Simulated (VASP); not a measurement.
# Li2HfGaF8 (I-4) in VASP: single point with r2SCAN

Aim: the single point of Li2HfGaF8 with r2SCAN.

All numbers are computed with VASP 6.6.1; they aren't measurements. Logs are shortened: lines on timing, memory, paths and dates and some standing lists are left out, and cuts for length are marked.

### 1 The cell of the first run

Symmetry: I-4, No. 82, tetragonal system. Conventional cell: a = 5.066 Å, b = 5.066 Å, c = 10.441 Å, α = 90.00°, β = 90.00°, γ = 90.00°. Li (site symmetry -4) has 4 F at 1.89 Å within 2.5 Å. Within 2.5 Å of Li (site symmetry -4) lie 4 F at 1.89 Å. Within 3.0 Å of Ga (site symmetry -4) lie 8 F at 2.29 to 2.36 Å. F (site symmetry 1) has 1 Li at 1.89 Å and 1 Hf at 2.12 Å and 1 Ga at 2.29 Å and 4 F at 2.48 to 2.61 Å within 2.7 Å. Within 2.6 Å of F (site symmetry 1) lie 1 Li at 1.89 Å and 1 Hf at 2.05 Å and 1 Ga at 2.36 Å and 3 F at 2.48 to 2.51 Å. Hf (site symmetry -4) has 8 F at 2.05 to 2.12 Å within 2.7 Å.

### 2 Single point, r2SCAN

POSCAR reads:

```
Li2HfGaF8
1.0
    0.0000000000      5.0656130000      0.0000000000
    5.0656130000      0.0000000000      0.0000000000
    2.5328070000      2.5328070000     -5.2204690000
Li Ga F Hf
2 1 8 1
Direct
    0.5000000000      0.5000000000      0.0000000000
    0.7500000000      0.2500000000      0.5000000000
    0.0000000000      0.0000000000      0.0000000000
    0.5570000000      0.6979000000      0.1796000000
    0.3021000000      0.7366000000      0.8204000000
    0.2634000000      0.1225000000      0.1796000000
    0.8775000000      0.4430000000      0.8204000000
    0.0072000000      0.6090000000      0.3592000000
    0.3910000000      0.3664000000      0.6408000000
    0.6336000000      0.0318000000      0.3592000000
    0.9682000000      0.9928000000      0.6408000000
    0.2500000000      0.7500000000      0.5000000000
```

INCAR.step1 reads:

```
SYSTEM = Li2HfGaF8
  PREC = Accurate
  ENCUT = 520
  ISMEAR = -1
  SIGMA = 0.0368
  LREAL = .False.
  LASPH = .True.
  NELM = 80
  NBANDS = 54
  GGA = PE
  ALGO = Normal
  EDIFF = 1E-4
  LWAVE = .True.
  LCHARG = .False.
```

INCAR.step2 reads:

```
SYSTEM = Li2HfGaF8
  PREC = Accurate
  ENCUT = 520
  EDIFF = 1E-7
  ISMEAR = -1
  SIGMA = 0.0368
  LREAL = .False.
  LASPH = .True.
  NELM = 80
  ALGO = Normal
  ISIF = 2
  LWAVE = .False.
  LCHARG = .False.
  METAGGA = R2SCAN
  LMIXTAU = .True.
  NBANDS = 54
  ISTART = 1
```

KPOINTS reads:

```
Automatic mesh
0
Gamma
  6 6 6
  0 0 0
```

Potentials or basis: VASP PAW PBE potentials, release 64 (Li_sv, Ga_d, F, Hf_pv).

On the command line:

```console
$ cat potpaw_PBE.64/Li_sv/POTCAR potpaw_PBE.64/Ga_d/POTCAR potpaw_PBE.64/F/POTCAR potpaw_PBE.64/Hf_pv/POTCAR > POTCAR
$ cp INCAR.step1 INCAR
$ mpirun -np 1 vasp_std > vasp.out
$ cp INCAR.step2 INCAR
$ mpirun -np 1 vasp_std > vasp.out
```

OUTCAR:

```text
SYSTEM = Li2HfGaF8
   PREC = Accurate
   ENCUT = 520
   EDIFF = 1E-7
   ISMEAR = -1
   LREAL = .False.
   LASPH = .True.
   NELM = 80
   ISIF = 2
   METAGGA = R2SCAN
   ISTART = 1

 ion  position               nearest neighbor table
   1  0.500  0.500  0.000-   6 1.89   7 1.89   5 1.89   4 1.89
   2  0.750  0.250  0.500-   8 1.89   9 1.89  11 1.89  10 1.89
   3  0.000  0.000  0.000-   4 2.29   7 2.29   5 2.29   6 2.29   9 2.36   8 2.36  10 2.36  11 2.36

   4  0.557  0.698  0.180-   1 1.89  12 2.12   3 2.29
   5  0.302  0.737  0.820-   1 1.89  12 2.12   3 2.29
   6  0.263  0.123  0.180-   1 1.89  12 2.12   3 2.29
   7  0.877  0.443  0.820-   1 1.89  12 2.12   3 2.29
   8  0.007  0.609  0.359-   2 1.89  12 2.05   3 2.36
   9  0.391  0.366  0.641-   2 1.89  12 2.05   3 2.36
  10  0.634  0.032  0.359-   2 1.89  12 2.05   3 2.36
  11  0.968  0.993  0.641-   2 1.89  12 2.05   3 2.36
  12  0.250  0.750  0.500-  10 2.05   9 2.05  11 2.05   8 2.05   7 2.12   6 2.12   4 2.12   5 2.12

  LATTYP: Found a body centered tetragonal cell.
 ALAT       =     5.0656130000
 C/A-ratio  =     2.0611400831

  Lattice vectors:

 A1 = (  -2.5328070000,   2.5328060000,   5.2204690000)
 A2 = (   2.5328060000,  -2.5328070000,   5.2204690000)
 A3 = (   2.5328070000,   2.5328070000,  -5.2204690000)

Analysis of symmetry for initial positions (statically):
=====================================================================
 Subroutine PRICEL returns:
 Original cell was already a primitive cell.

 Routine SETGRP: Setting up the symmetry group for a
 body centered tetragonal supercell.

 Subroutine GETGRP returns: Found  4 space group operations
 (whereof  4 operations were pure point group operations)
 out of a pool of 16 trial point group operations.

The static configuration has the point symmetry S_4 .

Analysis of symmetry for dynamics (positions and initial velocities):
=====================================================================
 Subroutine PRICEL returns:
 Original cell was already a primitive cell.

 Routine SETGRP: Setting up the symmetry group for a
 body centered tetragonal supercell.

 Subroutine GETGRP returns: Found  4 space group operations
 (whereof  4 operations were pure point group operations)
 out of a pool of 16 trial point group operations.

The dynamic configuration has the point symmetry S_4 .

 Subroutine INISYM returns: Found  4 space group operations
 (whereof  4 operations are pure point group operations),
[... 122 lines left out ...]
   ISIF   =      2    stress and relaxation
   ISYM   =      2    0-nonsym 1-usesym 2-fastsym
   POTIM  = 0.5000    time-step for ionic-motion
   TEBEG  =    0.0;   TEEND  =   0.0 temperature during run
   PSTRESS=    0.0 pullay stress
   NELECT =      85.0000    total number of electrons
   NUPDOWN=      -1.0000    fix difference up-down
   EMIN   =  10.00;   EMAX   =-10.00  energy-range for DOS
   EFERMI =   0.00;   METHOD = LEGACY
   ISMEAR =    -1;   SIGMA  =   0.04  broadening in eV -4-tet -1-fermi 0-gaus
   EFERMI_NEDOS =   21; number of points for ismear=-14 and -15
   IALGO  =     38    algorithm
   IMIX   =      4    mixing-type and parameters
     AMIX     =   0.40;   BMIX     =  1.00
     AMIX_MAG =   1.60;   BMIX_MAG =  1.00
  volume/ion in A,a.u.               =      11.16        75.33
  Fermi-wavevector in a.u.,A,eV,Ry     =   1.406771  2.658411 26.925979  1.979004
  Thomas-Fermi vector in A             =   2.529097
   LORBIT       =      0    0 simple, 1 ext, 2 COOP (PROOUT), +10 PAW based schemes
   METAGGA = R2SCAN    functional components
   LHFCALC =     F    Hartree Fock is set to
   AEXX    =    0.0000 exact exchange contribution
   IVDW    =     0    specifies the selected vdW correction
   LEPSILON=     F    determine dielectric tensor
   LRPA    =     F    only Hartree local field effects (RPA)
 non-spin polarized calculation
  energy-cutoff  :      520.00
  volume of cell :      133.96
 maximum number of plane-waves:      3628
 NGX is ok and might be reduce to    40
   NGX = 19   NGY = 19   NGZ = 23

 number of electron      84.9999987 magnetization

 Free energy of the ion-electron system (eV)
  ---------------------------------------------------
  ext. energy  EPLUGINS =         0.00000000
  ---------------------------------------------------
  free energy    TOTEN  =      -125.47539439 eV

  energy without entropy =     -125.44496146  energy(sigma->0) =     -125.46017792

 E-fermi :   2.4837     XC(G=0): -10.5807

 val. band max:        2.4811430320   @ k =  -0.1667  -0.3333   0.0000
 cond. band min:       2.4900961746   @ k =   0.5000   0.0000   0.1667
 fundamental gap:      0.0089531427
 Fermi energy:         2.4837125997

 k-point     1 :       0.0000    0.0000    0.0000
  band No.  band energies     occupation
      1     -43.7624      2.00000
      2     -43.5473      2.00000
      3     -30.7228      2.00000
      4     -30.7228      2.00000
      5     -30.6351      2.00000
      6     -23.6756      2.00000
[... 1357 lines left out ...]
     53      11.8266      0.00000
     54      12.1509      0.00000

 [... further k-points ...]
[... 5 lines left out ...]
  --------------------------------------------------------------------------------------
  -------------------------------------------------------------------------------------
  Total       -0.7654076     -0.7654076     -0.8948705     -0.0000013      0.0000001      0.0000001
  in kB       -9.1543990     -9.1543990    -10.7027953     -0.0000151      0.0000010      0.0000010
  external PRESSURE =      -9.6705311 kB  Pullay stress =       0.0000000 kB

 VOLUME and BASIS-vectors are now :
 -----------------------------------------------------------------------------
  energy-cutoff  :      520.00
  volume of cell :      133.96
      direct lattice vectors                 reciprocal lattice vectors
     0.000000000  5.065613000  0.000000000     0.000000000  0.197409474  0.095776854
     5.065613000  0.000000000  0.000000000     0.197409474  0.000000000  0.095776854
     2.532807000  2.532807000 -5.220469000     0.000000000  0.000000000 -0.191553671

 POSITION                                       TOTAL-FORCE (eV/Angst)
 -----------------------------------------------------------------------------------
      2.53281      2.53281      0.00000        -0.000000      0.000000     -0.000000
      2.53281      5.06561     -2.61023        -0.000000      0.000000     -0.000000
      0.00000      0.00000      0.00000         0.000000      0.000000     -0.000000
      3.99018      3.27644     -0.93760         0.036006      0.361731      0.302939
      5.80925      3.60824     -4.28287         0.361731     -0.036006     -0.302939
      1.07543      1.78917     -0.93760        -0.036006     -0.361731      0.302939
      4.32198      6.52299     -4.28287        -0.361731      0.036006     -0.302939
      3.99474      0.94626     -1.87519        -0.141692     -0.271940      0.181177
      3.47906      3.60368     -3.34528        -0.271940      0.141692     -0.181177
      1.07087      4.11936     -1.87519         0.141692      0.271940      0.181177
      6.65216      6.52755     -3.34528         0.271940     -0.141692     -0.181177
      5.06561      2.53281     -2.61023         0.000000      0.000000     -0.000000
 -----------------------------------------------------------------------------------
    total drift:                                0.000415     -0.000556     -0.000100

  FREE ENERGIE OF THE ION-ELECTRON SYSTEM (eV)
  ---------------------------------------------------
  free  energy   TOTEN  =      -125.4753943891 eV

  energy  without entropy=     -125.4449614567  energy(sigma->0) =     -125.46017792
```

OSZICAR.step1:

```text
N       E                     dE             d eps       ncg     rms          rms(c)
DAV:   1     0.102110202522E+04    0.10211E+04   -0.43636E+04  4438   0.198E+03
DAV:   2     0.567198692725E+02   -0.96438E+03   -0.91105E+03  4510   0.593E+02
DAV:   3    -0.657550516329E+02   -0.12247E+03   -0.12090E+03  4240   0.181E+02
DAV:   4    -0.748882704313E+02   -0.91332E+01   -0.90526E+01  5904   0.434E+01
DAV:   5    -0.755510578958E+02   -0.66279E+00   -0.66106E+00  6386   0.939E+00    0.550E+01
DAV:   6    -0.676677925376E+02    0.78833E+01   -0.25775E+01  5162   0.349E+01    0.435E+01
DAV:   7    -0.675343493408E+02    0.13344E+00   -0.18484E+00  4642   0.671E+00    0.258E+01
DAV:   8    -0.675598000531E+02   -0.25451E-01   -0.46104E-01  4792   0.418E+00    0.507E+00
DAV:   9    -0.675324319899E+02    0.27368E-01   -0.12817E-01  4464   0.192E+00    0.261E+00
DAV:  10    -0.675335796175E+02   -0.11476E-02   -0.85514E-03  5500   0.486E-01    0.112E-01
DAV:  11    -0.675335985761E+02   -0.18959E-04   -0.10339E-03  4962   0.180E-01    0.113E-01
DAV:  12    -0.675337055501E+02   -0.10697E-03   -0.11259E-04  2912   0.599E-02    0.339E-02
DAV:  13    -0.675337240206E+02   -0.18471E-04   -0.36595E-05  2920   0.393E-02
   1 F= -.67533724E+02 E0= -.67518307E+02  d E =-.308331E-01
```

It took 13 min on 1 thread of Intel Xeon Platinum 8488C (Sapphire Rapids), shared host; peak memory 0.44 GiB.

What came out:

- Free energy: -125.4754 eV
- Largest force: 0.473 eV/Å
- Band gap on the k mesh: zero (an odd number of electrons rules out a gap without spin polarisation)

Forces in eV/Å, atoms in the order of the input:
```
Li   0.000  0.000  0.000
Li   0.000  0.000  0.000
Ga   0.000  0.000  0.000
F    0.036  0.362  0.303
F    0.362 -0.036 -0.303
F   -0.036 -0.362  0.303
F   -0.362  0.036 -0.303
F   -0.142 -0.272  0.181
F   -0.272  0.142 -0.181
F    0.142  0.272  0.181
F    0.272 -0.142 -0.181
Hf   0.000  0.000  0.000
```

Levels at points of the mesh, in eV from the Fermi level:
| k point | band 39 | band 40 | band 41 | band 42 | band 43 | band 44 | band 45 | band 46 |
| --- | --- | --- | --- | --- | --- | --- | --- | --- |
| (0.00, 0.00, 0.00) | -4.58 | -4.56 | -4.44 | -4.44 | -0.46 | 3.75 | 5.17 | 5.73 |
| (0.50, 0.00, 0.00) | -4.73 | -4.62 | -4.41 | -4.34 | 0.01 | 3.78 | 4.89 | 5.13 |
| (0.50, 0.50, 0.00) | -4.81 | -4.55 | -4.50 | -4.30 | 0.13 | 3.71 | 4.49 | 5.27 |
| (0.00, 0.00, 0.50) | -4.71 | -4.71 | -4.26 | -4.26 | -0.05 | 3.89 | 4.73 | 5.67 |

Caveat: the cutoff is under 1.25 times the usual one of these potentials, so pressure, stress and relaxed cells hold a basis-set (Pulay) error; the PAW data sets were made with another functional, which shifts forces and pressure a little; spin-orbit coupling is left out, which moves the levels of the heavy elements; an odd number of electrons without spin polarisation forces a metal; a magnetic or distorted state may lie lower.
